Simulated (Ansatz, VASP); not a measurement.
**Os: VASP beside Ansatz**

INCAR

```
  PREC = Accurate
  ENCUT = 600
  EDIFF = 1E-6
  ISMEAR = 0
  SIGMA = 0.1
  LREAL = F
  LASPH = T
  NELM = 60
  ALGO = Normal
  ISIF = 3
  LWAVE = F
  LCHARG = F
  GGA = PE
  IBRION = 2
  NSW = 90
  EDIFFG = -0.04
```

KPOINTS

```
Automatic mesh
0
Gamma
  6 6 4
```

The input POSCAR:

```
Os
1.0
    3.5303613409      0.0000000000      0.0000000000
   -1.7651806705      3.0573826058      0.0000000000
    0.0000000000      0.0000000000      4.0053131196
Os
3
Direct
    0.2254000000      0.0000000000      0.3333333333
    0.0000000000      0.2254000000      0.6666666667
    0.7746000000      0.7746000000      0.0000000000
```

Input for Ansatz:

```yaml
crystal:
  lattice:
    - [3.5303613409, 0.0, 0.0]
    - [-1.7651806705, 3.0573826058, 0.0]
    - [0.0, 0.0, 4.0053131196]
  atoms:
    - { symbol: Os, position: [0.2254, 0.0, 0.3333333333] }
    - { symbol: Os, position: [0.0, 0.2254, 0.6666666667] }
    - { symbol: Os, position: [0.7746, 0.7746, 0.0] }
basis:
  ecutwfc: 420
kpoints:
  mp_grid: { grid: [6, 6, 4] }
hamiltonian:
  xc: pbe
scf:
  occupations: { method: gaussian, width: 0.1 }
  lower_state_search: "off"
output:
  forces: true
  stress: true
  eigenvalues: true
relax:
  adjacent_minimum: "off"
  f_tol: 0.04
  max_steps: 70
  cell: { stress_tol: 0.4 }
```

Alike in both runs: task relaxation of cell and atoms; functional PBE; k mesh 6 × 6 × 4; occupations gaussian, width 0.1 eV; no spin polarisation.

|  | VASP | Ansatz |
| --- | --- | --- |
| version | VASP 6.6.1 | Ansatz 0.2.0 |
| potentials or method | VASP PAW PBE potentials, release 64 (Os), cutoff 600 eV | scalar-relativistic, plane waves, PAW |
| valence electrons in the cell | 24 | 48 |

```tsv
	VASP	Ansatz	Ansatz less VASP
gap on the k mesh at the Fermi level, each at its own relaxed structure (eV)	none	none	-
relaxed volume (Å³/atom)	14.33	14.35	+0.021
relaxed length of the cell vector where the two differ most in proportion (Å)	6.623	6.636	+0.0132
```

A gap of «none» marks a metal or a gap that the smearing closes. VASP's potentials hold 24 valence electrons a cell and Ansatz's 48, so a difference there can come from the potentials and not from the codes.

The k mesh is coarse, so the values compare programs but aren't converged. Neither program's run includes spin-orbit coupling. Noted on VASP's run: too few bands were computed for a metal, which touches its energy and stress.
